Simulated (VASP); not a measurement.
# S (Pm-3n) in VASP: single point with r2SCAN

Aim: the single point of S with r2SCAN.

Everything below comes from runs of VASP 6.6.1. Logs are shortened: lines on timing, memory, paths and dates and some standing lists are left out, and cuts for length are marked.

## (1) The cell of the first run

The structure is cubic, space group Pm-3n (No. 223). Conventional cell: a = 6.079 Å, b = 6.079 Å, c = 6.079 Å, α = 90.00°, β = 90.00°, γ = 90.00°. Within 4.5 Å of S (site symmetry m-3) lie 12 S at 3.40 Å. Within 4.0 Å of S (site symmetry -4m2) lie 14 S at 3.04 to 3.72 Å.

## (2) Single point, r2SCAN

The input, POSCAR:

```
S
1.0
    6.0785258307      0.0000000000      0.0000000000
    0.0000000000      6.0785258307      0.0000000000
    0.0000000000      0.0000000000      6.0785258307
S
8
Direct
    0.5000000000      0.5000000000      0.5000000000
    0.0000000000      0.0000000000      0.0000000000
    0.2500000000      0.0000000000      0.5000000000
    0.5000000000      0.2500000000      0.0000000000
    0.5000000000      0.7500000000      0.0000000000
    0.7500000000      0.0000000000      0.5000000000
    0.0000000000      0.5000000000      0.7500000000
    0.0000000000      0.5000000000      0.2500000000
```

The input, INCAR.step1:

```
SYSTEM = S
  PREC = Accurate
  ENCUT = 520
  ISMEAR = 0
  SIGMA = 0.1
  LREAL = .FALSE.
  LASPH = .TRUE.
  NELM = 100
  NBANDS = 34
  GGA = PE
  ALGO = Normal
  EDIFF = 1E-4
  LWAVE = .TRUE.
  LCHARG = .FALSE.
```

The input, INCAR.step2:

```
SYSTEM = S
  PREC = Accurate
  ENCUT = 520
  EDIFF = 1E-6
  ISMEAR = 0
  SIGMA = 0.1
  LREAL = .FALSE.
  LASPH = .TRUE.
  NELM = 100
  ALGO = Normal
  ISIF = 2
  LWAVE = .FALSE.
  LCHARG = .FALSE.
  METAGGA = R2SCAN
  LMIXTAU = .TRUE.
  NBANDS = 34
  ISTART = 1
```

The input, KPOINTS:

```
regular mesh
0
G
  4 4 4
  0 0 0
```

Potentials or basis: VASP PAW PBE potentials, release 64 (S).

On the command line:

```
$ cat potpaw_PBE.64/S/POTCAR > POTCAR
$ cp INCAR.step1 INCAR
$ mpirun -np 1 vasp_std > vasp.out
$ cp INCAR.step2 INCAR
$ mpirun -np 1 vasp_std > vasp.out
```

OUTCAR:

```text
SYSTEM = S
   PREC = Accurate
   ENCUT = 520
   EDIFF = 1E-6
   ISMEAR = 0
   LREAL = .FALSE.
   LASPH = .TRUE.
   NELM = 100
   ISIF = 2
   METAGGA = R2SCAN
   ISTART = 1

 ion  position               nearest neighbor table
   1  0.500  0.500  0.500-
   2  0.000  0.000  0.000-
   3  0.250  0.000  0.500-
   4  0.500  0.250  0.000-
   5  0.500  0.750  0.000-
   6  0.750  0.000  0.500-
   7  0.000  0.500  0.750-
   8  0.000  0.500  0.250-

  LATTYP: Found a simple cubic cell.
 ALAT       =     6.0785258307

  Lattice vectors:

 A1 = (   6.0785258307,   0.0000000000,   0.0000000000)
 A2 = (   0.0000000000,   6.0785258307,   0.0000000000)
 A3 = (   0.0000000000,   0.0000000000,   6.0785258307)

Analysis of symmetry for initial positions (statically):
=====================================================================
 Subroutine PRICEL returns:
 Original cell was already a primitive cell.

 Routine SETGRP: Setting up the symmetry group for a
 simple cubic supercell.

 Subroutine GETGRP returns: Found 48 space group operations
 (whereof 24 operations were pure point group operations)
 out of a pool of 48 trial point group operations.

The static configuration has the point symmetry T_h .
 The point group associated with its full space group is O_h .

Analysis of symmetry for dynamics (positions and initial velocities):
=====================================================================
 Subroutine PRICEL returns:
 Original cell was already a primitive cell.

 Routine SETGRP: Setting up the symmetry group for a
 simple cubic supercell.

 Subroutine GETGRP returns: Found 48 space group operations
 (whereof 24 operations were pure point group operations)
 out of a pool of 48 trial point group operations.

The dynamic configuration has the point symmetry T_h .
 The point group associated with its full space group is O_h .

 Subroutine INISYM returns: Found 48 space group operations
 (whereof 24 operations are pure point group operations),
 and found     1 'primitive' translations

----------------------------------------------------------------------------------------

                                     Primitive cell

  volume of cell :     224.5923

  direct lattice vectors                    reciprocal lattice vectors
     6.078525831  0.000000000  0.000000000     0.164513573  0.000000000  0.000000000
     0.000000000  6.078525831  0.000000000     0.000000000  0.164513573  0.000000000
     0.000000000  0.000000000  6.078525831     0.000000000  0.000000000  0.164513573

  length of vectors
     6.078525831  6.078525831  6.078525831     0.164513573  0.164513573  0.164513573

  position of ions in fractional coordinates (direct lattice)
     0.500000000  0.500000000  0.500000000
     0.000000000  0.000000000  0.000000000
     0.250000000  0.000000000  0.500000000
     0.500000000  0.250000000  0.000000000
     0.500000000  0.750000000  0.000000000
     0.750000000  0.000000000  0.500000000
     0.000000000  0.500000000  0.750000000
     0.000000000  0.500000000  0.250000000

  ion indices of the primitive-cell ions
   primitive index   ion index
                 1           1
                 2           2
                 3           3
                 4           4
                 5           5
                 6           6
                 7           7
                 8           8

----------------------------------------------------------------------------------------

 KPOINTS: regular mesh

Automatic generation of k-mesh.
 Grid dimensions read from file:
 generate k-points for:    4    4    4

 Generating k-lattice:

  Cartesian coordinates                     Fractional coordinates (reciprocal lattice)
     0.041128393  0.000000000  0.000000000     0.250000000  0.000000000  0.000000000
     0.000000000  0.041128393  0.000000000     0.000000000  0.250000000  0.000000000
     0.000000000  0.000000000  0.041128393     0.000000000  0.000000000  0.250000000

  Length of vectors
     0.041128393  0.041128393  0.041128393

  Shift w.r.t. Gamma in fractional coordinates (k-lattice)
     0.000000000  0.000000000  0.000000000

 Subroutine IBZKPT returns following result:
 ===========================================

 Found     10 irreducible k-points:

 Following reciprocal coordinates:
            Coordinates               Weight
  0.000000  0.000000  0.000000      1.000000
  0.250000  0.000000  0.000000      6.000000
  0.500000  0.000000  0.000000      3.000000
  0.250000  0.250000  0.000000     12.000000
  0.500000  0.250000  0.000000     12.000000
  0.500000  0.500000  0.000000      3.000000
  0.250000  0.250000  0.250000      8.000000
  0.500000  0.250000  0.250000     12.000000
  0.500000  0.500000  0.250000      6.000000
  0.500000  0.500000  0.500000      1.000000
   k-points           NKPTS =     10   k-points in BZ     NKDIM =     10   number of bands    NBANDS=     34
   number of dos      NEDOS =    301   number of ions     NIONS =      8
   total plane-waves  NPLWV = 110592
   dimension x,y,z NGX =    48 NGY =   48 NGZ =   48
   dimension x,y,z NGXF=    96 NGYF=   96 NGZF=   96
   ions per type =               8
   NGX,Y,Z   is equivalent  to a cutoff of  13.13, 13.13, 13.13 a.u.
   NGXF,Y,Z  is equivalent  to a cutoff of  26.26, 26.26, 26.26 a.u.
 SYSTEM =  S
   PREC   = accura    normal or accurate (medium, high low for compatibility)
   ISTART =      1    job   : 0-new  1-cont  2-samecut
   ICHARG =      0    charge: 1-file 2-atom 10-const
   ISPIN  =      1    spin polarized calculation?
   LNONCOLLINEAR =      F non collinear calculations
   LSORBIT =      F    spin-orbit coupling
   LASPH  =      T    aspherical Exc in radial PAW
   ENCUT  =  520.0 eV  38.22 Ry    6.18 a.u.  11.30 11.30 11.30*2*pi/ulx,y,z
   NELM   =    100;   NELMIN=  2; NELMDL=  0     # of ELM steps
   EDIFF  = 0.1E-05   stopping-criterion for ELM
   LREAL  =      F    real-space projection
   EDIFFG = 0.1E-04   stopping-criterion for IOM
   NSW    =      0    number of steps for IOM
   IBRION =     -1    ionic relax: 0-MD 1-quasi-New 2-CG
   NFREE  =      0    steps in history (QN), initial steepest desc. (CG)
   ISIF   =      2    stress and relaxation
   ISYM   =      2    0-nonsym 1-usesym 2-fastsym
   POTIM  = 0.5000    time-step for ionic-motion
   TEBEG  =    0.0;   TEEND  =   0.0 temperature during run
   PSTRESS=    0.0 pullay stress
   NELECT =      48.0000    total number of electrons
   NUPDOWN=      -1.0000    fix difference up-down
   EMIN   =  10.00;   EMAX   =-10.00  energy-range for DOS
   EFERMI =   0.00;   METHOD = LEGACY
   ISMEAR =     0;   SIGMA  =   0.10  broadening in eV -4-tet -1-fermi 0-gaus
   EFERMI_NEDOS =   21; number of points for ismear=-14 and -15
   IALGO  =     38    algorithm
   IMIX   =      4    mixing-type and parameters
     AMIX     =   0.40;   BMIX     =  1.00
     AMIX_MAG =   1.60;   BMIX_MAG =  1.00
  volume/ion in A,a.u.               =      28.07       189.45
  Fermi-wavevector in a.u.,A,eV,Ry     =   0.978792  1.849648 13.034835  0.958033
  Thomas-Fermi vector in A             =   2.109595
   LORBIT       =      0    0 simple, 1 ext, 2 COOP (PROOUT), +10 PAW based schemes
   METAGGA = R2SCAN    functional components
   LHFCALC =     F    Hartree Fock is set to
   AEXX    =    0.0000 exact exchange contribution
   IVDW    =     0    specifies the selected vdW correction
   LEPSILON=     F    determine dielectric tensor
   LRPA    =     F    only Hartree local field effects (RPA)
 non-spin polarized calculation
 Gauss-broadening in eV      SIGMA  =   0.10
  energy-cutoff  :      520.00
  volume of cell :      224.59
 maximum number of plane-waves:      6088
 NGX is ok and might be reduce to    48
   NGX = 23   NGY = 23   NGZ = 23

 number of electron      47.9999987 magnetization

 Free energy of the ion-electron system (eV)
  ---------------------------------------------------
  ext. energy  EPLUGINS =         0.00000000
  ---------------------------------------------------
  free energy    TOTEN  =       -46.32652530 eV

  energy without entropy =      -46.20806986  energy(sigma->0) =      -46.26729758

 E-fermi :   0.6455     XC(G=0):  -8.9322

 val. band max:        0.6351532102   @ k =   0.5000   0.2500   0.0000
 cond. band min:       0.6467414702   @ k =   0.2500   0.2500   0.0000
 fundamental gap:      0.0115882601
 Fermi energy:         0.6455483800

 k-point     1 :       0.0000    0.0000    0.0000
  band No.  band energies     occupation
      1     -12.5522      2.00000
      2     -11.3696      2.00000
      3     -11.3696      2.00000
      4     -11.3136      2.00000
      5     -10.6908      2.00000
      6     -10.4379      2.00000
[... 26 lines left out ...]
     33       9.3581      0.00000
     34       9.8468      0.00000

 k-point     2 :       0.2500    0.0000    0.0000
  band No.  band energies     occupation
      1     -12.4117      2.00000
      2     -11.5770      2.00000
      3     -11.2739      2.00000
      4     -11.2675      2.00000
      5     -10.7600      2.00000
      6     -10.5569      2.00000
[... 26 lines left out ...]
     33       9.1515      0.00000
     34       9.8583      0.00000

 k-point     3 :       0.5000    0.0000    0.0000
  band No.  band energies     occupation
      1     -12.0340      2.00000
      2     -12.0340      2.00000
      3     -11.1543      2.00000
      4     -11.1543      2.00000
      5     -10.7908      2.00000
      6     -10.7908      2.00000
[... 26 lines left out ...]
     33       9.4028      0.00000
     34       9.4028      0.00000

 k-point     4 :       0.2500    0.2500    0.0000
  band No.  band energies     occupation
      1     -12.2750      2.00000
      2     -11.4844      2.00000
      3     -11.4697      2.00000
      4     -11.1850      2.00000
      5     -10.8565      2.00000
      6     -10.6400      2.00000
[... 26 lines left out ...]
     33       9.4669      0.00000
     34       9.5578      0.00000

 k-point     5 :       0.5000    0.2500    0.0000
  band No.  band energies     occupation
      1     -11.9227      2.00000
      2     -11.8972      2.00000
      3     -11.3039      2.00000
      4     -11.0787      2.00000
      5     -10.9977      2.00000
      6     -10.7869      2.00000
[... 26 lines left out ...]
     33       9.1665      0.00000
     34       9.1750      0.00000

 k-point     6 :       0.5000    0.5000    0.0000
  band No.  band energies     occupation
      1     -11.6490      2.00000
      2     -11.6152      2.00000
      3     -11.6152      2.00000
      4     -11.3934      2.00000
      5     -10.8062      2.00000
      6     -10.7831      2.00000
[... 26 lines left out ...]
     33       8.6911      0.00000
     34       9.1709      0.00000

 k-point     7 :       0.2500    0.2500    0.2500
  band No.  band energies     occupation
      1     -12.1418      2.00000
      2     -11.4149      2.00000
      3     -11.3573      2.00000
      4     -11.3573      2.00000
      5     -10.9031      2.00000
      6     -10.6566      2.00000
[... 26 lines left out ...]
     33       9.6827      0.00000
     34       9.6828      0.00000

 k-point     8 :       0.5000    0.2500    0.2500
  band No.  band energies     occupation
      1     -11.7896      2.00000
      2     -11.7896      2.00000
      3     -11.2026      2.00000
      4     -11.2026      2.00000
      5     -10.9690      2.00000
      6     -10.9690      2.00000
[... 26 lines left out ...]
     33       9.3013      0.00000
     34       9.3013      0.00000

 k-point     9 :       0.5000    0.5000    0.2500
  band No.  band energies     occupation
      1     -11.5187      2.00000
      2     -11.5187      2.00000
      3     -11.5034      2.00000
      4     -11.3140      2.00000
      5     -10.9104      2.00000
      6     -10.9104      2.00000
[... 26 lines left out ...]
     33       9.1809      0.00000
     34       9.5653      0.00000

 k-point    10 :       0.5000    0.5000    0.5000
  band No.  band energies     occupation
      1     -11.3459      2.00000
      2     -11.3459      2.00000
      3     -11.1136      2.00000
      4     -11.1136      2.00000
      5     -11.1136      2.00000
      6     -11.1136      2.00000
[... 26 lines left out ...]
     33      10.1064      0.00000
     34      10.1064      0.00000

------------------------ aborting loop because EDIFF is reached ----------------------------------------

  FORCE on cell =-STRESS in cart. coord.  units (eV):
  Direction    XX          YY          ZZ          XY          YZ          ZX
  --------------------------------------------------------------------------------------
  -------------------------------------------------------------------------------------
  Total      -17.7833436    -17.7833436    -17.7833436      0.0000000     -0.0000000     -0.0000000
  in kB     -126.8613133   -126.8613133   -126.8613133      0.0000000     -0.0000000     -0.0000000
  external PRESSURE =    -126.8613133 kB  Pullay stress =       0.0000000 kB

 VOLUME and BASIS-vectors are now :
 -----------------------------------------------------------------------------
  energy-cutoff  :      520.00
  volume of cell :      224.59
      direct lattice vectors                 reciprocal lattice vectors
     6.078525831  0.000000000  0.000000000     0.164513573  0.000000000  0.000000000
     0.000000000  6.078525831  0.000000000     0.000000000  0.164513573  0.000000000
     0.000000000  0.000000000  6.078525831     0.000000000  0.000000000  0.164513573

 POSITION                                       TOTAL-FORCE (eV/Angst)
 -----------------------------------------------------------------------------------
      3.03926      3.03926      3.03926        -0.000000     -0.000000     -0.000000
      0.00000      0.00000      0.00000        -0.000000     -0.000000     -0.000000
      1.51963      0.00000      3.03926         0.000000      0.000000     -0.000000
      3.03926      1.51963      0.00000        -0.000000      0.000000      0.000000
      3.03926      4.55889      0.00000        -0.000000     -0.000000     -0.000000
      4.55889      0.00000      3.03926        -0.000000      0.000000      0.000000
      0.00000      3.03926      4.55889        -0.000000     -0.000000      0.000000
      0.00000      3.03926      1.51963         0.000000     -0.000000     -0.000000
 -----------------------------------------------------------------------------------
    total drift:                               -0.000000     -0.000000      0.000000

  FREE ENERGIE OF THE ION-ELECTRON SYSTEM (eV)
  ---------------------------------------------------
  free  energy   TOTEN  =       -46.3265253048 eV

  energy  without entropy=      -46.2080698643  energy(sigma->0) =      -46.26729758
```

Run time: 7.1 min. Hardware: 1 thread of Oxide Virtual Turin-like, shared host; peak memory 0.33 GiB.

Results:

```yaml
Free_energy: -46.3265 eV
Pressure: -12.7 GPa
Band_gap_on_the_k_mesh: zero (bands 24 and 25 overlap by 0.45 eV)
```

Caveat: the cell stands under tension; the PAW data sets were made with another functional, which shifts forces and pressure a little.
